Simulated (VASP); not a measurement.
A run of VASP 6.6.1 is set up as follows.

The input INCAR:

```
SYSTEM = SiC
PREC = Accurate
ENCUT = 520
EDIFF = 1E-6
ISMEAR = 0
SIGMA = 0.05
LREAL = .FALSE.
LASPH = .TRUE.
NELM = 100
ALGO = Normal
ISIF = 2
LWAVE = .FALSE.
LCHARG = .FALSE.
GGA = PE
NBANDS = 16
```

The input KPOINTS:

```
Automatic mesh
0
G
  16 16 9
  0 0 0
```

The input POSCAR:

```
SiC
1.0
    3.0760000000      0.0000000000      0.0000000000
   -1.5380000000      2.6638941420      0.0000000000
    0.0000000000      0.0000000000      5.0480000000
Si C
2 2
Direct
    0.6666666667      0.3333333333      0.5000000000
    0.3333333333      0.6666666667      0.0000000000
    0.6666666667      0.3333333333      0.8850000000
    0.3333333333      0.6666666667      0.3850000000
```

Potentials or basis: VASP PAW PBE potentials, release 64 (Si, C).

Launch:

```console
$ cat potpaw_PBE.64/Si/POTCAR potpaw_PBE.64/C/POTCAR > POTCAR
$ mpirun -np 1 vasp_std > vasp.out
```

Estimate the band gap on the k mesh.

2.38 eV, indirect (least direct gap 4.08 eV).

What does it give for the largest force?

0.753 eV/Å.

Estimate the pressure.

3.6 GPa.

Stress tensor (GPa, compression positive):
```
5.25 0.00 0.00
0.00 5.25 0.00
0.00 0.00 0.42
```

A k mesh can miss the band edges. A hybrid or GW would open this gap; PBE tends to underestimate it.
